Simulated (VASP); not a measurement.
# Al3Ni5 (Cmmm) in VASP: single point with r2SCAN

Aim: the single point of Al3Ni5 with r2SCAN.

All numbers are computed with VASP 6.6.1; they aren't measurements. Logs are shortened: lines on timing, memory, paths and dates and some standing lists are left out, and cuts for length are marked.

## 1. The cell of the first run

Symmetry: Cmmm, No. 65, orthorhombic system. The conventional cell has a = 6.582 Å, b = 7.392 Å, c = 3.728 Å, α = 90.00°, β = 90.00°, γ = 90.00°. Al (site symmetry mmm) has 8 Ni at 2.37 to 2.47 Å and 4 Al at 2.78 Å within 3.1 Å. Within 3.4 Å of Al (site symmetry m2m) lie 10 Ni at 2.44 to 2.54 Å and 5 Al at 2.78 to 3.32 Å. Within 3.3 Å of Ni (site symmetry mmm) lie 8 Ni at 2.47 to 2.61 Å and 6 Al at 2.48 to 3.29 Å. Within 3.3 Å of Ni (site symmetry 2/m) lie 6 Al at 2.47 to 2.50 Å and 8 Ni at 2.47 to 3.29 Å. Within 3.1 Å of Ni (site symmetry 2mm) lie 6 Al at 2.37 to 2.54 Å and 7 Ni at 2.61 to 2.94 Å.

## 2. Single point, r2SCAN

POSCAR

```
Al3Ni5
1.0
    3.2911158232     -3.6961122131      0.0000000000
    3.2911158232      3.6961122131      0.0000000000
    0.0000000000      0.0000000000      3.7283121486
Al Ni
3 5
Direct
    0.5000000000      0.5000000000      0.0000000000
    0.7792699098      0.2207300902      0.5000000000
    0.2207300902      0.7792699098      0.5000000000
    0.0000000000      0.0000000000      0.0000000000
    0.0000000000      0.5000000000      0.0000000000
    0.5000000000      0.0000000000      0.0000000000
    0.2764619654      0.2764619654      0.5000000000
    0.7235380346      0.7235380346      0.5000000000
```

INCAR.step1

```
SYSTEM = Al3Ni5
PREC     = Accurate       ! precision mode
ENCUT    = 520            ! plane-wave cutoff, eV
ISMEAR   = 0              ! smearing method
SIGMA    = 0.15           ! smearing width, eV
LREAL    = .False.        ! projectors in reciprocal space
LASPH    = .True.         ! aspherical terms in the spheres
NELM     = 80             ! most SCF steps
NBANDS   = 40             ! bands
GGA      = PE             ! functional
ALGO     = Normal         ! electronic algorithm
EDIFF    = 1E-4           ! SCF threshold, eV
LWAVE    = .True.         ! write WAVECAR
LCHARG   = .False.        ! write CHGCAR
```

INCAR.step2

```
SYSTEM = Al3Ni5
PREC     = Accurate       ! precision mode
ENCUT    = 520            ! plane-wave cutoff, eV
EDIFF    = 1E-7           ! SCF threshold, eV
ISMEAR   = 0              ! smearing method
SIGMA    = 0.15           ! smearing width, eV
LREAL    = .False.        ! projectors in reciprocal space
LASPH    = .True.         ! aspherical terms in the spheres
NELM     = 80             ! most SCF steps
ALGO     = Normal         ! electronic algorithm
ISIF     = 2              ! what is computed and relaxed
LWAVE    = .False.        ! write WAVECAR
LCHARG   = .False.        ! write CHGCAR
METAGGA  = R2SCAN         ! meta-GGA
LMIXTAU  = .True.       
NBANDS   = 40             ! bands
ISTART   = 1
```

KPOINTS

```
regular mesh
0
Gamma
  8 8 10
  0 0 0
```

Potentials or basis: VASP PAW PBE potentials, release 64 (Al, Ni).

Command:

```console
$ cat potpaw_PBE.64/Al/POTCAR potpaw_PBE.64/Ni/POTCAR > POTCAR
$ cp INCAR.step1 INCAR
$ mpirun -np 1 vasp_std > vasp.out
$ cp INCAR.step2 INCAR
$ mpirun -np 1 vasp_std > vasp.out
```

OUTCAR:

```text
SYSTEM = Al3Ni5
   PREC = Accurate
   ENCUT = 520
   EDIFF = 1E-7
   ISMEAR = 0
   LREAL = .False.
   LASPH = .True.
   NELM = 80
   ISIF = 2
   METAGGA = R2SCAN
   ISTART = 1

 ion  position               nearest neighbor table
   1  0.500  0.500  0.000-   7 2.37   8 2.37   7 2.37   8 2.37   5 2.47   6 2.47   6 2.47   5 2.47
                             2 2.78   3 2.78   2 2.78   3 2.78
   2  0.779  0.221  0.500-   7 2.44   8 2.44   4 2.48   4 2.48   6 2.50   5 2.50   5 2.50   6 2.50
                             8 2.54   7 2.54   1 2.78   1 2.78   3 3.26   3 3.32   3 3.32
   3  0.221  0.779  0.500-   7 2.44   8 2.44   4 2.48   4 2.48   6 2.50   5 2.50   5 2.50   6 2.50
                             8 2.54   7 2.54   1 2.78   1 2.78   2 3.26   2 3.32   2 3.32
   4  0.000  0.000  0.000-   5 2.47   6 2.47   5 2.47   6 2.47   2 2.48   3 2.48   2 2.48   3 2.48
                             7 2.61   8 2.61   7 2.61   8 2.61
   5  0.000  0.500  0.000-   1 2.47   4 2.47   4 2.47   1 2.47   2 2.50   3 2.50   3 2.50   2 2.50
                             7 2.63   8 2.63   7 2.63   8 2.63
   6  0.500  0.000  0.000-   1 2.47   4 2.47   1 2.47   4 2.47   2 2.50   3 2.50   3 2.50   2 2.50
                             7 2.63   8 2.63   7 2.63   8 2.63
   7  0.276  0.276  0.500-   1 2.37   1 2.37   3 2.44   2 2.44   2 2.54   3 2.54   4 2.61   4 2.61
                             5 2.63   6 2.63   5 2.63   6 2.63   8 2.94
   8  0.724  0.724  0.500-   1 2.37   1 2.37   3 2.44   2 2.44   2 2.54   3 2.54   4 2.61   4 2.61
                             5 2.63   6 2.63   5 2.63   6 2.63   7 2.94

  LATTYP: Found a base centered orthorhombic cell.
 ALAT       =     6.5822316464
 B/A-ratio  =     1.1230574710
 C/A-ratio  =     0.5664206836

  Lattice vectors:

 A1 = (   3.2911158232,  -3.6961122131,   0.0000000000)
 A2 = (   3.2911158232,   3.6961122131,   0.0000000000)
 A3 = (   0.0000000000,   0.0000000000,   3.7283121486)

Analysis of symmetry for initial positions (statically):
=====================================================================
 Subroutine PRICEL returns:
 Original cell was already a primitive cell.

 Routine SETGRP: Setting up the symmetry group for a
 base centered orthorhombic supercell.

 Subroutine GETGRP returns: Found  8 space group operations
 (whereof  8 operations were pure point group operations)
 out of a pool of  8 trial point group operations.

The static configuration has the point symmetry D_2h.

Analysis of symmetry for dynamics (positions and initial velocities):
=====================================================================
 Subroutine PRICEL returns:
 Original cell was already a primitive cell.

 Routine SETGRP: Setting up the symmetry group for a
 base centered orthorhombic supercell.

[... 121 lines left out ...]
   NFREE  =      0    steps in history (QN), initial steepest desc. (CG)
   ISIF   =      2    stress and relaxation
   ISYM   =      2    0-nonsym 1-usesym 2-fastsym
   POTIM  = 0.5000    time-step for ionic-motion
   TEBEG  =    0.0;   TEEND  =   0.0 temperature during run
   PSTRESS=    0.0 pullay stress
   NELECT =      59.0000    total number of electrons
   NUPDOWN=      -1.0000    fix difference up-down
   EMIN   =  10.00;   EMAX   =-10.00  energy-range for DOS
   EFERMI =   0.00;   METHOD = LEGACY
   ISMEAR =     0;   SIGMA  =   0.15  broadening in eV -4-tet -1-fermi 0-gaus
   EFERMI_NEDOS =   21; number of points for ismear=-14 and -15
   IALGO  =     38    algorithm
   IMIX   =      4    mixing-type and parameters
     AMIX     =   0.40;   BMIX     =  1.00
     AMIX_MAG =   1.60;   BMIX_MAG =  1.00
  volume/ion in A,a.u.               =      11.34        76.51
  Fermi-wavevector in a.u.,A,eV,Ry     =   1.418454  2.680490 27.375088  2.012012
  Thomas-Fermi vector in A             =   2.539578
   LORBIT       =      0    0 simple, 1 ext, 2 COOP (PROOUT), +10 PAW based schemes
   METAGGA = R2SCAN    functional components
   LHFCALC =     F    Hartree Fock is set to
   AEXX    =    0.0000 exact exchange contribution
   IVDW    =     0    specifies the selected vdW correction
   LEPSILON=     F    determine dielectric tensor
   LRPA    =     F    only Hartree local field effects (RPA)
 non-spin polarized calculation
 Gauss-broadening in eV      SIGMA  =   0.15
  energy-cutoff  :      520.00
  volume of cell :       90.70
 maximum number of plane-waves:      2468
 NGX is ok and might be reduce to    40
   NGX = 19   NGY = 19   NGZ = 13

 number of electron      58.9999931 magnetization

 Free energy of the ion-electron system (eV)
  ---------------------------------------------------
  ext. energy  EPLUGINS =         0.00000000
  ---------------------------------------------------
  free energy    TOTEN  =       -84.53527739 eV

  energy without entropy =      -84.49381401  energy(sigma->0) =      -84.51454570

 E-fermi :  10.0096     XC(G=0): -13.5077

 val. band max:       10.0085110371   @ k =   0.5000   0.2500   0.3000
 cond. band min:      10.0102831313   @ k =   0.3750  -0.0000   0.0000
 fundamental gap:      0.0017720942
 Fermi energy:        10.0096295403

 k-point     1 :       0.0000    0.0000    0.0000
  band No.  band energies     occupation
      1      -1.3942      2.00000
      2       3.6347      2.00000
      3       3.7959      2.00000
      4       4.6882      2.00000
      5       5.3703      2.00000
      6       5.5015      2.00000
[... 1021 lines left out ...]
     39      17.6245      0.00000
     40      17.8869      0.00000

 [... further k-points ...]
[... 5 lines left out ...]
  --------------------------------------------------------------------------------------
  -------------------------------------------------------------------------------------
  Total       -0.1057071      0.1026538      0.1295408      0.0000000      0.0000000      0.0000000
  in kB       -1.8671722      1.8132386      2.2881616      0.0000000      0.0000000      0.0000000
  external PRESSURE =       0.7447427 kB  Pullay stress =       0.0000000 kB

 VOLUME and BASIS-vectors are now :
 -----------------------------------------------------------------------------
  energy-cutoff  :      520.00
  volume of cell :       90.70
      direct lattice vectors                 reciprocal lattice vectors
     3.291115823 -3.696112213  0.000000000     0.151924158 -0.135277278  0.000000000
     3.291115823  3.696112213  0.000000000     0.151924158  0.135277278  0.000000000
     0.000000000  0.000000000  3.728312149     0.000000000  0.000000000  0.268217885

 POSITION                                       TOTAL-FORCE (eV/Angst)
 -----------------------------------------------------------------------------------
      3.29112      0.00000      0.00000        -0.000000     -0.000000     -0.000000
      3.29112     -2.06443      1.86416         0.000000     -0.005334     -0.000000
      3.29112      2.06443      1.86416         0.000000      0.005334      0.000000
      0.00000      0.00000      0.00000        -0.000000      0.000000     -0.000000
      1.64556      1.84806      0.00000         0.000000      0.000000     -0.000000
      1.64556     -1.84806      0.00000         0.000000      0.000000     -0.000000
      1.81974      0.00000      1.86416        -0.000625      0.000000     -0.000000
      4.76249      0.00000      1.86416         0.000625      0.000000     -0.000000
 -----------------------------------------------------------------------------------
    total drift:                                0.000000      0.000000      0.000000

  FREE ENERGIE OF THE ION-ELECTRON SYSTEM (eV)
  ---------------------------------------------------
  free  energy   TOTEN  =       -84.5352773897 eV

  energy  without entropy=      -84.4938140100  energy(sigma->0) =      -84.51454570
```

OUTCAR.step1:

```text
SYSTEM = Al3Ni5
   PREC = Accurate
   ENCUT = 520
   ISMEAR = 0
   LREAL = .False.
   LASPH = .True.
[... 1287 lines left out ...]
      1.64556     -1.84806      0.00000        -0.000000      0.000000      0.000000
      1.81974      0.00000      1.86416         0.014284      0.000000     -0.000000
      4.76249      0.00000      1.86416        -0.014284      0.000000      0.000000
 -----------------------------------------------------------------------------------
    total drift:                                0.000000      0.000000      0.000000

  FREE ENERGIE OF THE ION-ELECTRON SYSTEM (eV)
  ---------------------------------------------------
  free  energy   TOTEN  =       -43.0932092932 eV

  energy  without entropy=      -43.0496460163  energy(sigma->0) =      -43.07142765
```

OSZICAR.step1:

```text
N       E                     dE             d eps       ncg     rms          rms(c)
DAV:   1     0.395498650982E+03    0.39550E+03   -0.24862E+04 10096   0.181E+03
DAV:   2    -0.198691968081E+02   -0.41537E+03   -0.39710E+03 10088   0.370E+02
DAV:   3    -0.497573480609E+02   -0.29888E+02   -0.28570E+02 11280   0.128E+02
DAV:   4    -0.503860379037E+02   -0.62869E+00   -0.62705E+00 11928   0.179E+01
DAV:   5    -0.504077310023E+02   -0.21693E-01   -0.21691E-01 12728   0.283E+00    0.262E+01
DAV:   6    -0.549443361841E+02   -0.45366E+01   -0.11707E+02 11400   0.140E+02    0.310E+01
DAV:   7    -0.431218852140E+02    0.11822E+02   -0.42729E+01 11448   0.832E+01    0.269E+00
DAV:   8    -0.434643450195E+02   -0.34246E+00   -0.31275E+00 14440   0.324E+01    0.659E+00
DAV:   9    -0.431399771235E+02    0.32437E+00   -0.97177E-01 12376   0.256E+01    0.197E+00
DAV:  10    -0.431039373704E+02    0.36040E-01   -0.19386E-01 14320   0.609E+00    0.129E+00
DAV:  11    -0.430956169095E+02    0.83205E-02   -0.64260E-02 11792   0.538E+00    0.510E-01
DAV:  12    -0.430933264883E+02    0.22904E-02   -0.84608E-03 14136   0.179E+00    0.219E-01
DAV:  13    -0.430932119695E+02    0.11452E-03   -0.18576E-03 11536   0.629E-01    0.731E-02
DAV:  14    -0.430932092932E+02    0.26763E-05   -0.21725E-04  7920   0.232E-01
   1 F= -.43093209E+02 E0= -.43071428E+02  d E =-.435633E-01
```

Wall time 14 min (1 thread of Intel Xeon 6975P-C (Granite Rapids), shared host); peak memory 0.45 GiB.

What came out:

```
Free energy            : -84.5353 eV
Pressure               : 0.1 GPa
Largest force          : 0.005 eV/Å
Band gap on the k mesh : zero (an odd number of electrons rules out a gap without spin polarisation)
```

Forces in eV/Å, atoms in the order of the input:
```
Al   0.000  0.000  0.000
Al   0.000 -0.005  0.000
Al   0.000  0.005  0.000
Ni   0.000  0.000  0.000
Ni   0.000  0.000  0.000
Ni   0.000  0.000  0.000
Ni  -0.001  0.000  0.000
Ni   0.001  0.000  0.000
```

Caveat: the PAW data sets were made with another functional, which shifts forces and pressure a little.
